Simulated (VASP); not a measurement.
Crystal: Au.

```
Au
1.0
     0.00000    2.03500    2.03500
     2.03500    0.00000    2.03500
     2.03500    2.03500    0.00000
Au
1
Cartesian
  0.0000 0.0000 0.0000
```

```yaml
Program: VASP 6.6.1
Task: relaxation of cell and atoms
Functional: PBE
Potentials_or_basis: VASP PAW PBE potentials, release 64 (Au)
Cutoff: 600 eV
k_mesh: 7 × 7 × 7
Occupations: fermi-dirac, width 0.1 eV
Spin: no spin polarisation
```

At the start: pressure 10.3 GPa; volume 16.85 Å³/atom.

**Question.** Where does the relaxation end?

**Answer.** Over 4 steps the energy falls by 31.5 meV/atom and the volume is 17.91 Å³/atom (+6.3 %); space group Fm-3m (No. 225, to 0.05 Å).

Step by step:
```csv
step,energy change (eV),largest force (eV/Å),pressure (GPa),volume (Å³)
1,0.0000,0.0000,10.29,16.85
2,0.0288,0.0000,-10.04,19.64
3,-0.0315,0.0000,-0.20,17.93
4,-0.0315,0.0000,-0.03,17.91
```

Final structure:
```xyz
1
Lattice="0.0000 2.0766 2.0766 2.0766 0.0000 2.0766 2.0766 2.0766 0.0000" Properties=species:S:1:pos:R:3 pbc="T T T"
Au    0.0000    0.0000    0.0000
```

Caveat: the k points lie up to 0.37 Å⁻¹ apart in the final cell.
